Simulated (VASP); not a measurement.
# Ga2O3 (Ga2O3 (R-3c)) in VASP: further runs, part 2 of 2

VASP 6.6.1. The steps go on from the part before.

**3. Single point, PBE**

The input, INCAR:

```
SYSTEM = Ga2O3
PREC = Accurate
ENCUT = 520
EDIFF = 1E-6
ISMEAR = -1
SIGMA = 0.01
LREAL = Auto
LASPH = .TRUE.
NELM = 60
ALGO = Normal
ISIF = 2
LWAVE = .FALSE.
LCHARG = .FALSE.
GGA = PE
NBANDS = 202
```

The input, KPOINTS:

```
Automatic mesh
0
Gamma
  1 1 1
  0.25 0.25 0.25
```

The input, POSCAR:

```
Ga2O3
1.0
    2.5289754451      1.4601046709      4.5413080054
   -5.0579508901      2.9202093417      9.0826160107
    0.0000000000     -5.8404185822      9.0826160433
Ga O
16 24
Direct
    0.8542160419      0.4275872556      0.4279648882
    0.6423878968      0.3217929247      0.3222105246
    0.1424765612      0.0717967426      0.0721727399
    0.3541807434      0.1776448219      0.1779398608
    0.8542174996      0.4275745727      0.9279839035
    0.6424710102      0.3218089694      0.8221630372
    0.1424236708      0.0718290414      0.5721300678
    0.3541678899      0.1775876693      0.6779918865
    0.8542074512      0.9275943716      0.4279978247
    0.6424644473      0.8218181302      0.3221735684
    0.1424355461      0.5718486707      0.0721528683
    0.3542116831      0.6776127316      0.1779469988
    0.8541771997      0.9276123568      0.9279728970
    0.6424941485      0.8217787952      0.8221645666
    0.1424925594      0.5718297995      0.5721598038
    0.3542994883      0.6776198872      0.6779409468
    0.7483821040      0.2233313572      0.0264371878
    0.4449366933      0.0262549631      0.3750560299
    0.0517565591      0.3747084495      0.2234948194
    0.2483082934      0.2760025636      0.4737132439
    0.9448344938      0.1247198326      0.2766830618
    0.5517563294      0.4731456918      0.1250526320
    0.7482295244      0.2233679991      0.5264771853
    0.4449461979      0.0262447629      0.8750927714
    0.0518366472      0.3746856635      0.7235105649
    0.2483680400      0.2760667697      0.9737059827
    0.9448842409      0.1247267849      0.7766483868
    0.5518641174      0.4732044515      0.6250228091
    0.7483189112      0.7233510197      0.0264189673
    0.4448437793      0.5262304512      0.3750956931
    0.0518364708      0.8746749826      0.2234949264
    0.2483565864      0.7760542796      0.4737119763
    0.9448355193      0.6247233934      0.2766385413
    0.5517142942      0.9731609312      0.1250650745
    0.7483826694      0.7234004045      0.5264014436
    0.4449252307      0.5262714336      0.8750852895
    0.0517937735      0.8746973348      0.7234698322
    0.2483039007      0.7760906101      0.9736869640
    0.9449313667      0.6247066769      0.7766372985
    0.5516998458      0.9731802577      0.6250580886
```

Potentials or basis: VASP PAW PBE potentials, release 64 (Ga_d, O).

Run with:

```bash
> cat potpaw_PBE.64/Ga_d/POTCAR potpaw_PBE.64/O/POTCAR > POTCAR
> mpirun -np 1 vasp_std > vasp.out
```

It took 6.8 min on 1 thread of AMD EPYC 7R13, shared host; peak memory 0.53 GiB.

It converged, with:

| Item | Value |
| --- | --- |
| Free energy | -237.4084 eV |
| Pressure | 0.9 GPa |
| Largest force | 0.013 eV/Å |
| Band gap on the k mesh | 3.58 eV |

Forces in eV/Å, atoms in the order of the input:
```
Ga  -0.002 -0.003  0.009
Ga   0.001  0.000 -0.013
Ga   0.000  0.001 -0.011
Ga   0.000  0.000  0.009
Ga  -0.002 -0.002  0.010
Ga   0.001  0.000 -0.012
Ga   0.002  0.001 -0.011
Ga  -0.002  0.001  0.008
Ga  -0.001 -0.002  0.009
Ga   0.000  0.000 -0.013
Ga   0.002  0.000 -0.013
Ga  -0.001  0.000  0.008
Ga  -0.001 -0.002  0.009
Ga   0.000  0.000 -0.012
Ga   0.001  0.000 -0.012
Ga  -0.002  0.000  0.008
O    0.001 -0.002 -0.001
O    0.000  0.000  0.003
O   -0.002 -0.002  0.001
O   -0.004  0.005  0.005
O    0.003  0.005  0.000
O   -0.003 -0.002  0.001
O    0.004  0.000 -0.001
O    0.001  0.001  0.002
O   -0.003 -0.001  0.001
O   -0.002  0.002  0.002
O    0.001  0.002  0.000
O   -0.001 -0.003 -0.003
O    0.004 -0.002  0.001
O    0.002  0.001  0.004
O   -0.003 -0.002  0.001
O   -0.002  0.003  0.002
O    0.002  0.003  0.002
O    0.000  0.000  0.000
O    0.004 -0.005  0.000
O    0.003  0.001  0.001
O   -0.003 -0.002  0.002
O    0.000  0.002  0.002
O    0.002  0.002  0.000
O    0.002 -0.002  0.000
```

Stress tensor (GPa, compression positive):
```
 0.90 -0.11 -0.14
-0.11  1.02 -0.08
-0.14 -0.08  0.68
```

Levels at points of the mesh, in eV from the valence-band top:
```tsv
k point	band 174	band 175	band 176	band 177	band 178	band 179
(0.25, 0.25, 0.25)	-0.19	-0.15	0.00	3.58	6.13	6.13
```

Caveat: the k points lie up to 1.51 Å⁻¹ apart. A k mesh can miss the band edges.

**4. Single point, PBE**

This run uses another cell than the first one: it holds 10 atoms, not 40.

The input, INCAR:

```
SYSTEM = Ga2O3
PREC = Accurate
ENCUT = 520
EDIFF = 1E-6
ISMEAR = -1
SIGMA = 0.01
LREAL = .False.
LASPH = .True.
NELM = 80
ALGO = Normal
ISIF = 2
LWAVE = .False.
LCHARG = .False.
GGA = PE
NBANDS = 55
```

The input, KPOINTS:

```
regular mesh
0
Gamma
  7 7 7
  0 0 0
```

The input, POSCAR:

```
Ga2O3
1.0
    2.5289754451      1.4601046709      4.5413080054
   -2.5289754451      1.4601046709      4.5413080054
    0.0000000000     -2.9202092911      4.5413080216
Ga O
4 6
Direct
    0.8558413518      0.8558413518      0.8558413518
    0.6441586482      0.6441586482      0.6441586482
    0.1441586482      0.1441586482      0.1441586482
    0.3558413518      0.3558413518      0.3558413518
    0.7500000000      0.4469003098      0.0530996902
    0.4469003098      0.0530996902      0.7500000000
    0.0530996902      0.7500000000      0.4469003098
    0.2500000000      0.5530996902      0.9469003098
    0.9469003098      0.2500000000      0.5530996902
    0.5530996902      0.9469003098      0.2500000000
```

Run with:

```bash
> cat potpaw_PBE.64/Ga_d/POTCAR potpaw_PBE.64/O/POTCAR > POTCAR
> mpirun -np 1 vasp_std > vasp.out
```

It took 6.3 min on 1 thread of AMD EPYC 7R13, shared host; peak memory 0.31 GiB.

Results (log left out):

```yaml
Free_energy: -59.3935 eV
Pressure: 0.9 GPa
Largest_force: 0.012 eV/Å
Band_gap_on_the_k_mesh: 2.40 eV, indirect (least direct gap 2.62 eV)
```

Forces on the atoms (eV/Å):
```
Ga   0.000  0.000  0.012
Ga   0.000  0.000 -0.012
Ga   0.000  0.000 -0.012
Ga   0.000  0.000  0.012
O    0.001 -0.001  0.000
O   -0.001  0.000  0.000
O    0.001  0.001  0.000
O   -0.001  0.001  0.000
O   -0.001 -0.001  0.000
O    0.001  0.000  0.000
```

Stress tensor (GPa, compression positive):
```
0.99 0.00 0.00
0.00 0.99 0.00
0.00 0.00 0.86
```

Levels at points of the mesh, in eV from the valence-band top:
| k point | band 40 | band 41 | band 42 | band 43 | band 44 | band 45 | band 46 | band 47 | band 48 | band 49 |
| --- | --- | --- | --- | --- | --- | --- | --- | --- | --- | --- |
| (0.00, 0.00, 0.00) | -0.31 | -0.31 | -0.31 | -0.23 | -0.23 | 2.40 | 6.31 | 6.56 | 8.51 | 9.85 |

A k mesh can miss the band edges. Expect the measured gap to be larger: semilocal functionals such as PBE lack the derivative discontinuity.
